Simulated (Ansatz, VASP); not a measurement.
## One calculation of KCl, two programs

```
K Cl
1.0
     0.00000    3.05742    3.16899
     3.05742    0.00000    3.16899
     3.05742    3.05742    0.00000
K Cl
1 1
Direct
  0.00000 0.00000 0.00000
  0.50000 0.50000 0.50000
```

Change from the starting cell: epitaxial_xy strain -2.8%.

Alike in both runs: task single point; functional PBE; k mesh 8 × 8 × 8; occupations fermi-dirac, width 0.02 eV; no spin polarisation.

```csv
,VASP,Ansatz
version,VASP 6.6.1,Ansatz 0.2.0
potentials or method,"VASP PAW PBE potentials, release 64 (K_sv, Cl)","plane waves, PAW"
plane-wave cutoff (eV),520,420
valence electrons in the cell,16,16
```

|  | VASP | Ansatz | Ansatz less VASP |
| --- | --- | --- | --- |
| gap on the k mesh at the Fermi level (eV) | 5.35 | 5.35 | +0.003 |
| pressure (GPa) | 2.0 | 2.0 | -0.04 |
| traceless stress, the component that is largest in VASP (GPa) | -1.12 | -1.10 | +0.021 |
